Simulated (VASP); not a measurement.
Here is a VASP 6.6.1 calculation.

File INCAR:

```
SYSTEM = Bi
ALGO = Normal ; EDIFF = 1E-6
EDIFFG = -0.005 ; ENCUT = 600
GGA = PE ; IBRION = 2
ISIF = 3 ; ISMEAR = -1
LASPH = .True. ; LCHARG = .False.
LREAL = .False. ; LWAVE = .False.
NELM = 80 ; NSW = 60
PREC = Accurate ; SIGMA = 0.05
```

KPOINTS

```
k-points
0
Gamma
  15 15 15
  0 0 0
```

POSCAR

```
Bi
1.0
   -2.0000000000      2.0000000000      2.0000000000
    2.0000000000     -2.0000000000      2.0000000000
    2.0000000000      2.0000000000     -2.0000000000
Bi
1
Direct
    0.0000000000      0.0000000000      0.0000000000
```

Potentials or basis: VASP PAW PBE potentials, release 64 (Bi_d).

The run is started by

```console
$ cat potpaw_PBE.64/Bi_d/POTCAR > POTCAR
$ mpirun -np 1 vasp_std > vasp.out
```

(1) Estimate the band gap on the k mesh.

(2) Estimate the relaxed cell.

Answers

(1) zero (an odd number of electrons rules out a gap without spin polarisation).

(2) a = 3.447 Å, b = 3.447 Å, c = 3.447 Å, α = 109.47°, β = 109.47°, γ = 109.47°.

Caveat: spin-orbit coupling is left out, which moves the levels of the heavy elements.
